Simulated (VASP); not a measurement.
Wanted: the native input for a VASP 6.6.1 run.

| Property | Result |
| --- | --- |
| Task | single point |
| Functional | PBE |
| Potentials or basis | VASP PAW PBE potentials, release 64 (K_sv, H) |
| Cutoff | 520 eV |
| k mesh | 6 × 6 × 4 |
| Occupations | gaussian, width 0.1 eV |
| Spin | no spin polarisation |
| Dipole correction | no |
| Further INCAR settings | ALGO = Normal; EDIFF = 1e-06; NBANDS = 16 |

The structure of KH5 lies in POSCAR:

```
KH5
1.0
    3.6331256000      0.0000000000      0.0000000000
   -1.8165628000      3.1463790600      0.0000000000
    0.0000000000      0.0000000000      6.0218562700
K H
1 5
Direct
    0.3333333300      0.6666666700      0.9906545000
    0.3333333300      0.6666666700      0.3057328000
    0.1304549900      0.8695450100      0.7047595500
    0.1304549900      0.2609099800      0.7047595500
    0.7390900200      0.8695450100      0.7047595500
    0.0000000000      0.0000000000      0.8978434700
```

The cell was built from a structure type or drawn by symmetry, and may not be a known phase.

The input as run:

INCAR

```
ALGO = Normal
EDIFF = 1E-6
ENCUT = 520
GGA = PE
ISIF = 2
ISMEAR = 0
LASPH = True
LCHARG = True
LELF = True
LREAL = False
LVHAR = True
LWAVE = False
NBANDS = 16
NELM = 80
PREC = Accurate
SIGMA = 0.1
```

KPOINTS

```
k-points
0
Gamma
  6 6 4
```

Potentials or basis: VASP PAW PBE potentials, release 64 (K_sv, H).

Launch:

```console
$ cat potpaw_PBE.64/K_sv/POTCAR potpaw_PBE.64/H/POTCAR > POTCAR
$ mpirun -np 1 vasp_std > vasp.out
```

It gave:

```yaml
Pressure: 7.4 GPa
Largest_force: 1.872 eV/Å
Band_gap_on_the_k_mesh: zero (bands 7 and 8 overlap by 0.24 eV)
```

Caveat: the cell stands under pressure; forces of over 1 eV/Å act on the atoms, so gaps and moduli don't describe the material at rest.

It took 16 s on 1 thread of AMD EPYC 9R45 96-Core Processor (Zen 5), on a shared host, peak memory 0.16 GiB.
